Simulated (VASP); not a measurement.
# InSb in VASP: relaxation of the atoms with PBE

Aim: the relaxation of the atoms of InSb with PBE.

Program: VASP 6.6.1. These are calculated values, not measurements. Logs are shortened: lines on timing, memory, paths and dates and some standing lists are left out, and cuts for length are marked.

## 1. The cell of the first run

The cell holds a slab with vacuum, 16 atoms: a = 9.162 Å, b = 9.162 Å, c = 15.675 Å, α = 90.00°, β = 90.00°, γ = 60.00°.

## 2. Relaxation of the atoms, PBE

Input file INCAR:

```
  PREC = Accurate
  ENCUT = 520
  EDIFF = 1E-7
  ISMEAR = -1
  SIGMA = 0.15
  LREAL = Auto
  LASPH = T
  NELM = 60
  ALGO = Normal
  ISIF = 2
  LWAVE = F
  LCHARG = F
  GGA = PE
  IBRION = 2
  NSW = 45
  EDIFFG = -0.08
```

Input file KPOINTS:

```
Automatic mesh
0
Gamma
  2 2 1
```

Input file POSCAR:

```
InSb
1.0
    9.1615580000      0.0000000000      0.0000000000
    4.5807790000      7.9341420000      0.0000000000
    0.0000000000      0.0000000000     15.6752380000
In Sb
8 8
Selective dynamics
Direct
    0.0000000000      0.0000000000      0.0637949000  F F F
    1.0000000000      0.5000000000      0.0637949000  F F F
    0.5000000000      0.0000000000      0.0637949000  F F F
    0.5000000000      0.5000000000      0.0637949000  F F F
    0.6666667000      0.6666667000      0.3023999000  T T T
    0.6666667000      0.1666667000      0.3023999000  T T T
    0.1666667000      0.6666667000      0.3023999000  T T T
    0.1666667000      0.1666667000      0.3023999000  T T T
    0.1666667000      0.1666667000      0.1234461000  T T T
    0.1666667000      0.6666667000      0.1234461000  T T T
    0.6666667000      0.1666667000      0.1234461000  T T T
    0.6666667000      0.6666667000      0.1234461000  T T T
    0.8333333000      0.8333333000      0.3620512000  T T T
    0.8333333000      0.3333333000      0.3620512000  T T T
    0.3333333000      0.8333333000      0.3620512000  T T T
    0.3333333000      0.3333333000      0.3620512000  T T T
```

Potentials or basis: VASP PAW PBE potentials, release 64 (In_d, Sb).

Command:

```bash
> cat potpaw_PBE.64/In_d/POTCAR potpaw_PBE.64/Sb/POTCAR > POTCAR
> mpirun -np 2 vasp_std > vasp.out
```

OUTCAR:

```text
PREC = Accurate
   ENCUT = 520
   EDIFF = 1E-7
   ISMEAR = -1
   LREAL = Auto
   LASPH = T
   NELM = 60
   ISIF = 2
   GGA = PE
   IBRION = 2
   NSW = 45
   EDIFFG = -0.08

 ion  position               nearest neighbor table
   1  0.000  0.000  0.064-  11 2.81  10 2.81   9 2.81
   2  0.000  0.500  0.064-  12 2.81   9 2.81  10 2.81
   3  0.500  0.000  0.064-   9 2.81  12 2.81  11 2.81
   4  0.500  0.500  0.064-  10 2.81  11 2.81  12 2.81
   5  0.667  0.667  0.302-  13 2.81  12 2.81  15 2.81  14 2.81
   6  0.667  0.167  0.302-  14 2.81  11 2.81  16 2.81  13 2.81
   7  0.167  0.667  0.302-  15 2.81  10 2.81  13 2.81  16 2.81
   8  0.167  0.167  0.302-  16 2.81   9 2.81  14 2.81  15 2.81
   9  0.167  0.167  0.123-   3 2.81   2 2.81   1 2.81   8 2.81
  10  0.167  0.667  0.123-   4 2.81   1 2.81   2 2.81   7 2.81
  11  0.667  0.167  0.123-   1 2.81   4 2.81   3 2.81   6 2.81
  12  0.667  0.667  0.123-   2 2.81   3 2.81   4 2.81   5 2.81
  13  0.833  0.833  0.362-   5 2.81   7 2.81   6 2.81
  14  0.833  0.333  0.362-   6 2.81   8 2.81   5 2.81
  15  0.333  0.833  0.362-   7 2.81   5 2.81   8 2.81
  16  0.333  0.333  0.362-   8 2.81   6 2.81   7 2.81
[... 7 lines left out ...]
 A1 = (  -4.5807790000,  -7.9341420000,   0.0000000000)
 A2 = (   9.1615580000,   0.0000000000,   0.0000000000)
 A3 = (   0.0000000000,   0.0000000000,  15.6752380000)

Analysis of symmetry for initial positions (statically):
=====================================================================
 Subroutine PRICEL returns following result:

  LATTYP: Found a hexagonal cell.
 ALAT       =     4.5807790146
 C/A-ratio  =     3.4219590052
[... 12 lines left out ...]
 Subroutine GETGRP returns: Found  6 space group operations
 (whereof  6 operations were pure point group operations)
 out of a pool of 24 trial point group operations.

The static configuration has the point symmetry C_3v.

Analysis of symmetry for dynamics (positions and initial velocities):
=====================================================================
 Subroutine PRICEL returns following result:

  LATTYP: Found a hexagonal cell.
 ALAT       =     4.5807790146
 C/A-ratio  =     3.4219590052
[... 12 lines left out ...]
 Subroutine GETGRP returns: Found  6 space group operations
 (whereof  6 operations were pure point group operations)
 out of a pool of 24 trial point group operations.

The dynamic configuration has the point symmetry C_3v.

Analysis of constrained symmetry for selective dynamics:
=====================================================================
 Subroutine PRICEL returns following result:

  LATTYP: Found a hexagonal cell.
 ALAT       =     4.5807790146
 C/A-ratio  =     3.4219590052
[... 12 lines left out ...]
 Subroutine GETGRP returns: Found  6 space group operations
 (whereof  6 operations were pure point group operations)
 out of a pool of 24 trial point group operations.

The constrained configuration has the point symmetry C_3v.

 Subroutine INISYM returns: Found  6 space group operations
 (whereof  6 operations are pure point group operations),
 and found     4 'primitive' translations

----------------------------------------------------------------------------------------

                                     Primitive cell

  volume of cell :     284.8547

  direct lattice vectors                    reciprocal lattice vectors
    -2.290389500 -3.967071000  0.000000000     0.000000000 -0.252075146  0.000000000
     4.580779000  0.000000000  0.000000000     0.218303481 -0.126037573  0.000000000
     0.000000000  0.000000000 15.675238000     0.000000000  0.000000000  0.063794885

  length of vectors
     4.580779015  4.580779000 15.675238000     0.252075146  0.252075146  0.063794885

  position of ions in fractional coordinates (direct lattice)
     0.000000000  0.000000000  0.063794900
     0.666666600  0.333333400  0.302399900
     0.666666600  0.333333400  0.123446100
     0.333333400  0.666666600  0.362051200

  ion indices of the primitive-cell ions
   primitive index   ion index
                 1           1
                 2           8
                 3           9
                 4          13

----------------------------------------------------------------------------------------

 KPOINTS: Automatic mesh

Automatic generation of k-mesh.
 Grid dimensions read from file:
 generate k-points for:    2    2    1

 Generating k-lattice:

  Cartesian coordinates                     Fractional coordinates (reciprocal lattice)
     0.054575870 -0.031509393  0.000000000     0.500000000  0.000000000  0.000000000
     0.000000000  0.063018786  0.000000000     0.000000000  0.500000000  0.000000000
     0.000000000  0.000000000  0.063794885     0.000000000  0.000000000  1.000000000

  Length of vectors
     0.063018787  0.063018786  0.063794885

  Shift w.r.t. Gamma in fractional coordinates (k-lattice)
     0.000000000  0.000000000  0.000000000

 Subroutine IBZKPT returns following result:
 ===========================================

 Found      2 irreducible k-points:

 Following reciprocal coordinates:
            Coordinates               Weight
  0.000000  0.000000  0.000000      1.000000
  0.500000  0.000000  0.000000      3.000000
   k-points           NKPTS =      2   k-points in BZ     NKDIM =      2   number of bands    NBANDS=     86
   number of dos      NEDOS =    301   number of ions     NIONS =     16
   total plane-waves  NPLWV = 588000
   dimension x,y,z NGX =    70 NGY =   70 NGZ =  120
   dimension x,y,z NGXF=   140 NGYF=  140 NGZF=  240
   ions per type =               8   8
   NGX,Y,Z   is equivalent  to a cutoff of  12.70, 12.70, 12.73 a.u.
   NGXF,Y,Z  is equivalent  to a cutoff of  25.40, 25.40, 25.45 a.u.
 SYSTEM =  unknown system
   PREC   = accura    normal or accurate (medium, high low for compatibility)
   ISTART =      0    job   : 0-new  1-cont  2-samecut
   ICHARG =      2    charge: 1-file 2-atom 10-const
   ISPIN  =      1    spin polarized calculation?
   LNONCOLLINEAR =      F non collinear calculations
   LSORBIT =      F    spin-orbit coupling
   LASPH  =      T    aspherical Exc in radial PAW
   ENCUT  =  520.0 eV  38.22 Ry    6.18 a.u.  17.03 17.03 29.15*2*pi/ulx,y,z
   NELM   =     60;   NELMIN=  2; NELMDL= -5     # of ELM steps
   EDIFF  = 0.1E-06   stopping-criterion for ELM
   LREAL  =      T    real-space projection
   EDIFFG = -.8E-01   stopping-criterion for IOM
   NSW    =     45    number of steps for IOM
   IBRION =      2    ionic relax: 0-MD 1-quasi-New 2-CG
   NFREE  =      1    steps in history (QN), initial steepest desc. (CG)
   ISIF   =      2    stress and relaxation
   ISYM   =      2    0-nonsym 1-usesym 2-fastsym
   POTIM  = 0.5000    time-step for ionic-motion
   TEBEG  =    0.0;   TEEND  =   0.0 temperature during run
   PSTRESS=    0.0 pullay stress
   NELECT =     144.0000    total number of electrons
   NUPDOWN=      -1.0000    fix difference up-down
   EMIN   =  10.00;   EMAX   =-10.00  energy-range for DOS
   EFERMI =   0.00;   METHOD = LEGACY
   ISMEAR =    -1;   SIGMA  =   0.15  broadening in eV -4-tet -1-fermi 0-gaus
   EFERMI_NEDOS =   21; number of points for ismear=-14 and -15
   IALGO  =     38    algorithm
   IMIX   =      4    mixing-type and parameters
     AMIX     =   0.40;   BMIX     =  1.00
     AMIX_MAG =   1.60;   BMIX_MAG =  1.00
  volume/ion in A,a.u.               =      71.21       480.57
  Fermi-wavevector in a.u.,A,eV,Ry     =   0.821551  1.552506  9.183198  0.674946
  Thomas-Fermi vector in A             =   1.932730
   LORBIT       =      0    0 simple, 1 ext, 2 COOP (PROOUT), +10 PAW based schemes
   GGA     = PE    functional components
   LHFCALC =     F    Hartree Fock is set to
   AEXX    =    0.0000 exact exchange contribution
   IVDW    =     0    specifies the selected vdW correction
   LEPSILON=     F    determine dielectric tensor
   LRPA    =     F    only Hartree local field effects (RPA)
 conjugate gradient relaxation of ions
 non-spin polarized calculation
  energy-cutoff  :      520.00
  volume of cell :     1139.42
 maximum number of plane-waves:     30680
 NGX is ok and might be reduce to    70
   NGX = 35   NGY = 35   NGZ = 59

--------------------------------------- Ionic step        1  -------------------------------------------

 number of electron     144.0000002 magnetization

 Free energy of the ion-electron system (eV)
  ---------------------------------------------------
  ext. energy  EPLUGINS =         0.00000000
  ---------------------------------------------------
  free energy    TOTEN  =       -50.01929852 eV

  energy without entropy =      -49.46113481  energy(sigma->0) =      -49.74021666

------------------------ aborting loop because EDIFF is reached ----------------------------------------

  FORCE on cell =-STRESS in cart. coord.  units (eV):
  Direction    XX          YY          ZZ          XY          YZ          ZX
  --------------------------------------------------------------------------------------
  -------------------------------------------------------------------------------------
  Total        8.7145637      8.7145638      9.9875646      0.0000000      0.0000000     -0.0000000
  in kB       12.2538563     12.2538564     14.0438678      0.0000000      0.0000000     -0.0000000
  external PRESSURE =      12.8505268 kB  Pullay stress =       0.0000000 kB
[... 337 lines left out ...]
--------------------------------------- Ionic step        8  -------------------------------------------

 number of electron     143.9999990 magnetization

 Free energy of the ion-electron system (eV)
  ---------------------------------------------------
  ext. energy  EPLUGINS =         0.00000000
  ---------------------------------------------------
  free energy    TOTEN  =       -50.34519067 eV

  energy without entropy =      -49.82948390  energy(sigma->0) =      -50.08733729

 E-fermi :   0.3201     XC(G=0):  -4.9835

 val. band max:       -0.2157722349   @ k =   0.5000   0.0000   0.0000
 cond. band min:       0.3488887186   @ k =   0.0000   0.0000   0.0000
 fundamental gap:      0.5646609535
 Fermi energy:         0.3200602588

 k-point     1 :       0.0000    0.0000    0.0000
  band No.  band energies     occupation
      1     -14.8343      2.00000
      2     -14.8343      2.00000
      3     -14.8343      2.00000
      4     -14.8273      2.00000
      5     -14.7813      2.00000
      6     -14.7813      2.00000
[... 76 lines left out ...]
     83       1.9685      0.00003
     84       2.0100      0.00003

 k-point     2 :       0.5000    0.0000    0.0000
  band No.  band energies     occupation
      1     -14.8292      2.00000
      2     -14.8292      2.00000
      3     -14.8259      2.00000
      4     -14.8259      2.00000
      5     -14.7827      2.00000
      6     -14.7827      2.00000
[... 76 lines left out ...]
     83       3.6147      0.00000
     84       3.6147      0.00000
 [bands above 84 left out]

------------------------ aborting loop because EDIFF is reached ----------------------------------------

  FORCE on cell =-STRESS in cart. coord.  units (eV):
  Direction    XX          YY          ZZ          XY          YZ          ZX
  --------------------------------------------------------------------------------------
  -------------------------------------------------------------------------------------
  Total        8.8769149      8.8769150      1.2529107     -0.0000000     -0.0000000      0.0000000
  in kB       12.4821441     12.4821442      1.7617621     -0.0000000     -0.0000000      0.0000000
  external PRESSURE =       8.9086834 kB  Pullay stress =       0.0000000 kB
[... 31 lines left out ...]
  FREE ENERGIE OF THE ION-ELECTRON SYSTEM (eV)
  ---------------------------------------------------
  free  energy   TOTEN  =       -50.3451906742 eV

  energy  without entropy=      -49.8294839010  energy(sigma->0) =      -50.08733729

 reached required accuracy - stopping structural energy minimisation
```

It took 18 min on 2 MPI ranks of Intel Xeon Platinum 8559C (Emerald Rapids), shared host; peak memory 0.75 GiB.

Results:

```
Free energy               : -50.3452 eV
Energy gained by relaxing : 20.4 meV/atom
Ionic steps               : 8
Band gap on the k mesh    : 0.11 eV
```

The path:
```
step  energy change (eV)  largest force on free atoms (eV/Å)  pressure (GPa)
   1              0.0000                              0.7804            1.29
   2             -0.1439                              0.4500            1.24
   3             -0.2559                              0.2845            1.20
   4             -0.2795                              0.2269            1.13
   5             -0.3099                              0.1133            0.97
   6             -0.3101                              0.1025            0.98
   7             -0.3150                              0.0878            0.96
   8             -0.3259                              0.0768            0.89
```

Final structure:
```yaml
crystal:
  lattice:
    - [9.16156, 0.00000, 0.00000]
    - [4.58078, 7.93414, 0.00000]
    - [0.00000, 0.00000, 15.67524]
  atoms:
    - { symbol: In, position: [0.00000, 0.00000, 0.06379] }
    - { symbol: In, position: [0.00000, 0.50000, 0.06379] }
    - { symbol: In, position: [0.50000, 0.00000, 0.06379] }
    - { symbol: In, position: [0.50000, 0.50000, 0.06379] }
    - { symbol: In, position: [0.66667, 0.66667, 0.30797] }
    - { symbol: In, position: [0.66667, 0.16667, 0.30797] }
    - { symbol: In, position: [0.16667, 0.66667, 0.30797] }
    - { symbol: In, position: [0.16667, 0.16667, 0.30797] }
    - { symbol: Sb, position: [0.16667, 0.16667, 0.11597] }
    - { symbol: Sb, position: [0.16667, 0.66667, 0.11597] }
    - { symbol: Sb, position: [0.66667, 0.16667, 0.11597] }
    - { symbol: Sb, position: [0.66667, 0.66667, 0.11597] }
    - { symbol: Sb, position: [0.83333, 0.83333, 0.37297] }
    - { symbol: Sb, position: [0.83333, 0.33333, 0.37297] }
    - { symbol: Sb, position: [0.33333, 0.83333, 0.37297] }
    - { symbol: Sb, position: [0.33333, 0.33333, 0.37297] }
```

Caveat: the smearing spreads over this small gap; there is no dipole correction, which matters where the two faces differ; semilocal functionals underestimate gaps, and a narrow one can read as zero; spin-orbit coupling is left out, which moves the levels of the heavy elements.

The gap in the log of VASP goes by the Fermi energy; the results here count the filled bands.